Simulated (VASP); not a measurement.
# Mn (P6/mmm) in VASP: further runs

Mn is run at these levels: revPBE; tasks: single point.

Everything below comes from runs of VASP 6.6.1. Logs are shortened: lines on timing, memory, paths and dates and some standing lists are left out, and cuts for length are marked.

## (1) The cell of the first run

The structure is hexagonal, space group P6/mmm (No. 191). The conventional cell has a = 3.922 Å, b = 3.922 Å, c = 2.464 Å, α = 90.00°, β = 90.00°, γ = 120.00°. Within 3.3 Å of Mn (site symmetry 6/mmm) lie 14 Mn at 2.46 to 2.58 Å. Within 3.0 Å of Mn (site symmetry -6m2) lie 11 Mn at 2.26 to 2.58 Å.

## (2) Single point, revPBE, collinear spin, ferromagnetic start

File INCAR:

```
SYSTEM = Mn
  PREC = Accurate
  ENCUT = 520
  EDIFF = 1E-6
  ISMEAR = -1
  SIGMA = 0.05
  LREAL = .False.
  LASPH = .True.
  NELM = 150
  ALGO = Normal
  ISIF = 2
  LWAVE = .False.
  LCHARG = .False.
  ISPIN = 2
  MAGMOM = 3 3 3
  LORBIT = 11
  LMAXMIX = 4
  GGA = RE
  NBANDS = 30
```

File KPOINTS:

```
regular mesh
0
Gamma
  12 12 17
  0 0 0
```

File POSCAR:

```
Mn
1.0
    3.9217255902      0.0000000000      0.0000000000
   -1.9608627951      3.3963139878      0.0000000000
    0.0000000000      0.0000000000      2.4644867999
Mn
3
Direct
    0.0000000000      0.0000000000      0.0000000000
    0.3333333333      0.6666666667      0.5000000000
    0.6666666667      0.3333333333      0.5000000000
```

Potentials or basis: VASP PAW PBE potentials, release 64 (Mn_pv).

Started as:

```console
> cat potpaw_PBE.64/Mn_pv/POTCAR > POTCAR
> mpirun -np 1 vasp_std > vasp.out
```

OUTCAR:

```text
SYSTEM = Mn
   PREC = Accurate
   ENCUT = 520
   EDIFF = 1E-6
   ISMEAR = -1
   LREAL = .False.
   LASPH = .True.
   NELM = 150
   ISIF = 2
   ISPIN = 2
   LORBIT = 11
   GGA = RE

 ion  position               nearest neighbor table
   1  0.000  0.000  0.000-   2 2.58   3 2.58   2 2.58   3 2.58   3 2.58   3 2.58   2 2.58   2 2.58
                             3 2.58   3 2.58   2 2.58   2 2.58
   2  0.333  0.667  0.500-   3 2.26   3 2.26   3 2.26   1 2.58   1 2.58   1 2.58   1 2.58   1 2.58
                             1 2.58
   3  0.667  0.333  0.500-   2 2.26   2 2.26   2 2.26   1 2.58   1 2.58   1 2.58   1 2.58   1 2.58
                             1 2.58

  LATTYP: Found a hexagonal cell.
 ALAT       =     3.9217255902
 C/A-ratio  =     0.6284189812

  Lattice vectors:

 A1 = (   3.9217255902,   0.0000000000,   0.0000000000)
 A2 = (  -1.9608627951,   3.3963139878,   0.0000000000)
 A3 = (   0.0000000000,   0.0000000000,   2.4644867999)

Analysis of symmetry for initial positions (statically):
=====================================================================
 Subroutine PRICEL returns:
 Original cell was already a primitive cell.

 Routine SETGRP: Setting up the symmetry group for a
 hexagonal supercell.

 Subroutine GETGRP returns: Found 24 space group operations
 (whereof 24 operations were pure point group operations)
 out of a pool of 24 trial point group operations.

The static configuration has the point symmetry D_6h.

Analysis of symmetry for dynamics (positions and initial velocities):
=====================================================================
 Subroutine PRICEL returns:
 Original cell was already a primitive cell.

 Routine SETGRP: Setting up the symmetry group for a
 hexagonal supercell.

 Subroutine GETGRP returns: Found 24 space group operations
 (whereof 24 operations were pure point group operations)
 out of a pool of 24 trial point group operations.

The dynamic configuration has the point symmetry D_6h.

Analysis of structural, dynamic, and magnetic symmetry:
=====================================================================
 Subroutine PRICEL returns:
 Original cell was already a primitive cell.

 Routine SETGRP: Setting up the symmetry group for a
 hexagonal supercell.

 Subroutine GETGRP returns: Found 24 space group operations
 (whereof 24 operations were pure point group operations)
 out of a pool of 24 trial point group operations.

The overall configuration has the point symmetry D_6h.

 Subroutine INISYM returns: Found 24 space group operations
 (whereof 24 operations are pure point group operations),
 and found     1 'primitive' translations

----------------------------------------------------------------------------------------

                                     Primitive cell

  volume of cell :      32.8255

  direct lattice vectors                    reciprocal lattice vectors
     3.921725590  0.000000000  0.000000000     0.254989794  0.147218426  0.000000000
    -1.960862795  3.396313988  0.000000000     0.000000000  0.294436852  0.000000000
     0.000000000  0.000000000  2.464486800     0.000000000  0.000000000  0.405763991

  length of vectors
     3.921725590  3.921725590  2.464486800     0.294436852  0.294436852  0.405763991

  position of ions in fractional coordinates (direct lattice)
     0.000000000  0.000000000  0.000000000
     0.333333333  0.666666667  0.500000000
     0.666666667  0.333333333  0.500000000

  ion indices of the primitive-cell ions
   primitive index   ion index
                 1           1
                 2           2
                 3           3

----------------------------------------------------------------------------------------

 KPOINTS: regular mesh

Automatic generation of k-mesh.
 Grid dimensions read from file:
 generate k-points for:   12   12   17

 Generating k-lattice:

  Cartesian coordinates                     Fractional coordinates (reciprocal lattice)
     0.021249149  0.012268202  0.000000000     0.083333333  0.000000000  0.000000000
     0.000000000  0.024536404  0.000000000     0.000000000  0.083333333  0.000000000
     0.000000000  0.000000000  0.023868470     0.000000000  0.000000000  0.058823529

  Length of vectors
     0.024536404  0.024536404  0.023868470

  Shift w.r.t. Gamma in fractional coordinates (k-lattice)
     0.000000000  0.000000000  0.000000000

 Subroutine IBZKPT returns following result:
 ===========================================

 Found    171 irreducible k-points:

 Following reciprocal coordinates:
            Coordinates               Weight
  0.000000  0.000000  0.000000      1.000000
  0.083333  0.000000  0.000000      6.000000
  0.166667 -0.000000  0.000000      6.000000
  0.250000 -0.000000  0.000000      6.000000
  0.333333 -0.000000  0.000000      6.000000
  0.416667  0.000000  0.000000      6.000000
[... 16 lines left out ...]
  0.250000 -0.000000  0.058824     12.000000
  0.333333 -0.000000  0.058824     12.000000
 [... further k-points ...]
   k-points           NKPTS =    171   k-points in BZ     NKDIM =    171   number of bands    NBANDS=     30
   number of dos      NEDOS =    301   number of ions     NIONS =      3
   total plane-waves  NPLWV =  16200
   dimension x,y,z NGX =    30 NGY =   30 NGZ =   18
   dimension x,y,z NGXF=    60 NGYF=   60 NGZF=   36
   ions per type =               3
   NGX,Y,Z   is equivalent  to a cutoff of  12.72, 12.72, 12.14 a.u.
   NGXF,Y,Z  is equivalent  to a cutoff of  25.43, 25.43, 24.28 a.u.
 SYSTEM =  Mn
   PREC   = accura    normal or accurate (medium, high low for compatibility)
   ISTART =      0    job   : 0-new  1-cont  2-samecut
   ICHARG =      2    charge: 1-file 2-atom 10-const
   ISPIN  =      2    spin polarized calculation?
   LNONCOLLINEAR =      F non collinear calculations
   LSORBIT =      F    spin-orbit coupling
   LASPH  =      T    aspherical Exc in radial PAW
   ENCUT  =  520.0 eV  38.22 Ry    6.18 a.u.   7.29  7.29  4.58*2*pi/ulx,y,z
   NELM   =    150;   NELMIN=  2; NELMDL= -5     # of ELM steps
   EDIFF  = 0.1E-05   stopping-criterion for ELM
   LREAL  =      F    real-space projection
   EDIFFG = 0.1E-04   stopping-criterion for IOM
   NSW    =      0    number of steps for IOM
   IBRION =     -1    ionic relax: 0-MD 1-quasi-New 2-CG
   NFREE  =      0    steps in history (QN), initial steepest desc. (CG)
   ISIF   =      2    stress and relaxation
   ISYM   =      2    0-nonsym 1-usesym 2-fastsym
   POTIM  = 0.5000    time-step for ionic-motion
   TEBEG  =    0.0;   TEEND  =   0.0 temperature during run
   PSTRESS=    0.0 pullay stress
   NELECT =      39.0000    total number of electrons
   NUPDOWN=      -1.0000    fix difference up-down
   EMIN   =  10.00;   EMAX   =-10.00  energy-range for DOS
   EFERMI =   0.00;   METHOD = LEGACY
   ISMEAR =    -1;   SIGMA  =   0.05  broadening in eV -4-tet -1-fermi 0-gaus
   EFERMI_NEDOS =   21; number of points for ismear=-14 and -15
   IALGO  =     38    algorithm
   IMIX   =      4    mixing-type and parameters
     AMIX     =   0.40;   BMIX     =  1.00
     AMIX_MAG =   1.60;   BMIX_MAG =  1.00
  volume/ion in A,a.u.               =      10.94        73.84
  Fermi-wavevector in a.u.,A,eV,Ry     =   1.733907  3.276610 40.905021  3.006434
  Thomas-Fermi vector in A             =   2.807804
   LORBIT       =     11    0 simple, 1 ext, 2 COOP (PROOUT), +10 PAW based schemes
   GGA     = RE    functional components
   LHFCALC =     F    Hartree Fock is set to
   AEXX    =    0.0000 exact exchange contribution
   IVDW    =     0    specifies the selected vdW correction
   LEPSILON=     F    determine dielectric tensor
   LRPA    =     F    only Hartree local field effects (RPA)
 spin polarized calculation
  energy-cutoff  :      520.00
  volume of cell :       32.83
 maximum number of plane-waves:       915
 NGX is ok and might be reduce to    30
   NGX = 15   NGY = 15   NGZ =  9

 number of electron      38.9999971 magnetization       0.0000241

 number of electron      38.9999971 magnetization      -0.0001762

 Free energy of the ion-electron system (eV)
  ---------------------------------------------------
  ext. energy  EPLUGINS =         0.00000000
  ---------------------------------------------------
  free energy    TOTEN  =       -25.42067268 eV

  energy without entropy =      -25.39212194  energy(sigma->0) =      -25.40639731

 E-fermi :  10.2500     XC(G=0): -13.8073

 val. band max:       10.2472398884   @ k =   0.4167   0.1667   0.0000
 cond. band min:      10.2510935763   @ k =   0.0833   0.0833   0.2353
 fundamental gap:      0.0038536879
 Fermi energy:        10.2500089437

 spin component 1

 k-point     1 :       0.0000    0.0000    0.0000
  band No.  band energies     occupation
      1     -38.0082      1.00000
      2     -38.0082      1.00000
      3     -37.6834      1.00000
      4     -37.6834      1.00000
      5     -37.5871      1.00000
      6     -37.4139      1.00000
[... 781 lines left out ...]
     29      24.6896      0.00000
     30      25.5428      0.00000

 [... further k-points ...]

 spin component 2

 k-point     1 :       0.0000    0.0000    0.0000
  band No.  band energies     occupation
      1     -38.0082      1.00000
      2     -38.0082      1.00000
      3     -37.6835      1.00000
      4     -37.6835      1.00000
      5     -37.5871      1.00000
      6     -37.4138      1.00000
[... 781 lines left out ...]
     29      24.6896      0.00000
     30      25.5428      0.00000

 [... further k-points ...]

------------------------ aborting loop because EDIFF is reached ----------------------------------------

  FORCE on cell =-STRESS in cart. coord.  units (eV):
  Direction    XX          YY          ZZ          XY          YZ          ZX
  --------------------------------------------------------------------------------------
  -------------------------------------------------------------------------------------
  Total       -0.0229261     -0.0229261      0.0395788      0.0000000      0.0000000     -0.0000000
  in kB       -1.1189974     -1.1189974      1.9317995      0.0000000      0.0000000     -0.0000000
  external PRESSURE =      -0.1020651 kB  Pullay stress =       0.0000000 kB

 VOLUME and BASIS-vectors are now :
 -----------------------------------------------------------------------------
  energy-cutoff  :      520.00
  volume of cell :       32.83
      direct lattice vectors                 reciprocal lattice vectors
     3.921725590  0.000000000  0.000000000     0.254989794  0.147218426  0.000000000
    -1.960862795  3.396313988  0.000000000     0.000000000  0.294436852  0.000000000
     0.000000000  0.000000000  2.464486800     0.000000000  0.000000000  0.405763991

 POSITION                                       TOTAL-FORCE (eV/Angst)
 -----------------------------------------------------------------------------------
      0.00000      0.00000      0.00000         0.000000      0.000000      0.000000
     -0.00000      2.26421      1.23224         0.000000     -0.000000      0.000000
      1.96086      1.13210      1.23224        -0.000000      0.000000      0.000000
 -----------------------------------------------------------------------------------
    total drift:                               -0.000000      0.000000      0.000000

  FREE ENERGIE OF THE ION-ELECTRON SYSTEM (eV)
  ---------------------------------------------------
  free  energy   TOTEN  =       -25.4206726824 eV

  energy  without entropy=      -25.3921219425  energy(sigma->0) =      -25.40639731

 total charge

# of ion       s       p       d       tot
------------------------------------------
    1        0.396   6.373   5.125  11.893
    2        0.426   6.394   5.185  12.005
    3        0.426   6.394   5.185  12.005
--------------------------------------------------
tot          1.248  19.160  15.496  35.903

 magnetization (x)

# of ion       s       p       d       tot
------------------------------------------
    1       -0.000  -0.000  -0.000  -0.000
    2        0.000   0.000   0.000   0.000
    3        0.000   0.000   0.000   0.000
--------------------------------------------------
tot          0.000  -0.000  -0.000  -0.000
```

Wall time 2.3 min (1 thread of Intel Xeon 6975P-C (Granite Rapids), shared host); peak memory 0.32 GiB.

Results:

- Free energy: -25.4207 eV
- Pressure: 0.0 GPa
- Net moment: 0.00 μB per cell
- Valence electrons inside the program's atomic spheres: Mn 11.89, 12.01

Caveat: the starting moments collapsed, and a magnetic state may lie lower; the PAW data sets were made with another functional, which shifts forces and pressure a little.

## (3) Single point, revPBE

File INCAR:

```
  PREC = Accurate
  ENCUT = 520
  EDIFF = 1E-7
  ISMEAR = -1
  SIGMA = 0.1
  LREAL = False
  LASPH = True
  NELM = 60
  ALGO = Normal
  ISIF = 2
  LWAVE = False
  LCHARG = False
  GGA = RE
  NBANDS = 26
```

File KPOINTS:

```
regular mesh
0
Gamma
  9 9 13
```

File POSCAR:

```
Mn
1.0
    3.9260683256      0.0000000000      0.0000000000
   -1.9630341628      3.4000749070      0.0000000000
    0.0000000000      0.0000000000      2.4613718334
Mn
3
Direct
    0.0000000000      0.0000000000      0.0000000000
    0.3333333333      0.6666666667      0.5000000000
    0.6666666667      0.3333333333      0.5000000000
```

Potentials or basis: VASP PAW PBE potentials, release 64 (Mn_pv).

Started as:

```console
> cat potpaw_PBE.64/Mn_pv/POTCAR > POTCAR
> mpirun -np 1 vasp_std > vasp.out
```

OUTCAR:

```text
PREC = Accurate
   ENCUT = 520
   EDIFF = 1E-7
   ISMEAR = -1
   LREAL = False
   LASPH = True
   NELM = 60
   ISIF = 2
   GGA = RE

 ion  position               nearest neighbor table
   1  0.000  0.000  0.000-   2 2.58   3 2.58   2 2.58   3 2.58   3 2.58   3 2.58   2 2.58   2 2.58
                             3 2.58   3 2.58   2 2.58   2 2.58
   2  0.333  0.667  0.500-   3 2.27   3 2.27   3 2.27   1 2.58   1 2.58   1 2.58   1 2.58   1 2.58
                             1 2.58
   3  0.667  0.333  0.500-   2 2.27   2 2.27   2 2.27   1 2.58   1 2.58   1 2.58   1 2.58   1 2.58
                             1 2.58

[... 894 lines left out ...]
  Direction    XX          YY          ZZ          XY          YZ          ZX
  --------------------------------------------------------------------------------------
  -------------------------------------------------------------------------------------
  Total        0.0324284      0.0324284      0.0042380      0.0000000      0.0000000      0.0000000
  in kB        1.5812931      1.5812931      0.2066553      0.0000000      0.0000000      0.0000000
  external PRESSURE =       1.1230805 kB  Pullay stress =       0.0000000 kB

 VOLUME and BASIS-vectors are now :
 -----------------------------------------------------------------------------
  energy-cutoff  :      520.00
  volume of cell :       32.86
      direct lattice vectors                 reciprocal lattice vectors
     3.926068326  0.000000000  0.000000000     0.254707742  0.147055584  0.000000000
    -1.963034163  3.400074907  0.000000000     0.000000000  0.294111167  0.000000000
     0.000000000  0.000000000  2.461371833     0.000000000  0.000000000  0.406277502

 POSITION                                       TOTAL-FORCE (eV/Angst)
 -----------------------------------------------------------------------------------
      0.00000      0.00000      0.00000         0.000000      0.000000      0.000000
     -0.00000      2.26672      1.23069         0.000000      0.000000      0.000000
      1.96303      1.13336      1.23069        -0.000000     -0.000000      0.000000
 -----------------------------------------------------------------------------------
    total drift:                               -0.000000      0.000000      0.000000

  FREE ENERGIE OF THE ION-ELECTRON SYSTEM (eV)
  ---------------------------------------------------
  free  energy   TOTEN  =       -25.4622981797 eV

  energy  without entropy=      -25.3405272588  energy(sigma->0) =      -25.40141272
```

OSZICAR:

```text
N       E                     dE             d eps       ncg     rms          rms(c)
DAV:   1     0.429363197564E+03    0.42936E+03   -0.22652E+04  4616   0.207E+03
DAV:   2    -0.660656348972E+01   -0.43597E+03   -0.42590E+03  4378   0.550E+02
DAV:   3    -0.296708215023E+02   -0.23064E+02   -0.22242E+02  4626   0.143E+02
DAV:   4    -0.301632508756E+02   -0.49243E+00   -0.48922E+00  4770   0.215E+01
DAV:   5    -0.301725657879E+02   -0.93149E-02   -0.93112E-02  4654   0.306E+00    0.218E+01
DAV:   6    -0.263313175112E+02    0.38412E+01   -0.38958E+01  4568   0.623E+01    0.131E+01
DAV:   7    -0.343367205539E+02   -0.80054E+01   -0.65297E+01  5548   0.705E+01    0.402E+01
DAV:   8    -0.255043423551E+02    0.88324E+01   -0.47601E+01  5198   0.337E+01    0.281E+00
DAV:   9    -0.254881481346E+02    0.16194E-01   -0.43291E-01  4544   0.567E+00    0.154E+00
DAV:  10    -0.254655764946E+02    0.22572E-01   -0.15947E-01  4718   0.346E+00    0.812E-01
DAV:  11    -0.254625497213E+02    0.30268E-02   -0.11260E-02  4512   0.119E+00    0.263E-01
DAV:  12    -0.254623568546E+02    0.19287E-03   -0.76805E-04  4870   0.281E-01    0.137E-01
DAV:  13    -0.254623152344E+02    0.41620E-04   -0.86430E-05  4610   0.940E-02    0.457E-02
DAV:  14    -0.254623018716E+02    0.13363E-04   -0.25107E-05  4676   0.491E-02    0.211E-02
DAV:  15    -0.254622989286E+02    0.29429E-05   -0.53166E-06  4626   0.224E-02    0.718E-03
DAV:  16    -0.254622981964E+02    0.73220E-06   -0.41121E-07  3794   0.588E-03    0.156E-03
DAV:  17    -0.254622981797E+02    0.16719E-07   -0.12035E-07  2310   0.368E-03
   1 F= -.25462298E+02 E0= -.25401413E+02  d E =-.121771E+00
```

It took 34 s on 1 thread of Intel Xeon 6975P-C (Granite Rapids), shared host; peak memory 0.18 GiB.

What came out:

| Property | Result |
| --- | --- |
| Free energy | -25.4623 eV |
| Pressure | 0.1 GPa |

Levels at points of the mesh, in eV from the Fermi level:
```tsv
k point	band 18	band 19	band 20	band 21	band 22	band 23
(0.00, 0.00, 0.00)	-0.53	-0.53	-0.08	-0.08	0.01	0.01
```

Caveat: the PAW data sets were made with another functional, which shifts forces and pressure a little; the run has no spin polarisation, though such a crystal can be magnetic. Spin polarisation is off, so any magnetic state and its effect on volume and gap are missing.

(Continued in part 2 of 2.)
